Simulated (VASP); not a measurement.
## MgO: single point with PBE

The system is MgO.

```xyz
4
Lattice="3.3805 0.0000 0.0000 -1.6903 2.9276 0.0000 0.0000 0.0000 4.0274" Properties=species:S:1:pos:R:3 pbc="T T T"
Mg    1.6903    0.9759    3.0206
Mg    0.0000    1.9517    1.0069
O     1.6903    0.9759    1.0069
O     0.0000    1.9517    3.0206
```

```json
{
  "Program": "VASP 6.6.1",
  "Task": "single point",
  "Functional": "PBE",
  "Potentials or basis": "VASP PAW PBE potentials, release 64 (Mg, O)",
  "Cutoff": "520 eV",
  "k mesh": "9 × 9 × 6",
  "Occupations": "gaussian, width 0.05 eV",
  "Spin": "no spin polarisation",
  "Dipole correction": "no",
  "Further INCAR settings": "ALGO = Normal; EDIFF = 1e-06; NBANDS = 16"
}
```

The pressure is 21.2 GPa and the band gap on the k mesh is 3.95 eV, direct.

Stress tensor (GPa, compression positive):
```
19.80  0.00  0.00
 0.00 19.80  0.00
 0.00  0.00 24.05
```

Levels at points of the mesh, in eV from the valence-band top:
| k point | band 6 | band 7 | band 8 | band 9 | band 10 | band 11 |
| --- | --- | --- | --- | --- | --- | --- |
| (0.00, 0.00, 0.00) | -0.93 | -0.93 | 0.00 | 3.95 | 10.35 | 13.13 |
| (0.00, 0.00, 0.50) | -1.46 | -1.46 | -1.46 | 7.02 | 7.02 | 13.55 |

Wall time 15 s on 1 thread of Intel(R) Xeon(R) Platinum 8488C (Sapphire Rapids) (shared host), peak memory 0.17 GiB.
